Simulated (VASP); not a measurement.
Runs of VASP 6.6.1 on Ta. The structure is that of space group P6_3/mmc (No. 194), or close to it. The cells are those of the table. This isn't the form of Ta at room conditions, which is bcc.

| task | cell | k mesh | cutoff (eV) | gap on the mesh (eV) | pressure (GPa) |
| --- | --- | --- | --- | --- | --- |
| relaxation of cell and atoms | relaxed from a = 2.945, b = 2.945, c = 9.619 Å, angles 90.0, 90.0, 120.0°, 4 atoms | 12 × 12 × 4 | 600 | none | 0.0 |
| single point | a = 2.938, b = 2.938, c = 10.057 Å, angles 90.0, 90.0, 120.0°, 4 atoms | 16 × 16 × 4 | 520 | none | 0.0 |
| single point | a = 3.051, b = 3.051, c = 10.444 Å, angles 90.0, 90.0, 120.0°, 4 atoms | 14 × 14 × 4 | 520 | none | -17.4 |
| single point | a = 3.015, b = 3.015, c = 10.318 Å, angles 90.0, 90.0, 120.0°, 4 atoms | 14 × 14 × 4 | 520 | none | (a) |

Alike in all rows: level PBE; potentials or basis VASP PAW PBE potentials, release 64 (Ta_pv); no spin polarisation; smearing fermi-dirac 0.1 eV.

**Question.** Fill in the values left out.

**Answer.** (a) -12.7.

Caveats: spin-orbit coupling is left out, which moves the levels of the heavy elements; the cell stands under tension (at least some runs).

A k mesh can miss the band edges, and the runs leave out spin-orbit coupling on Ta.

A gap of «none» marks levels without a gap at the run's occupations.
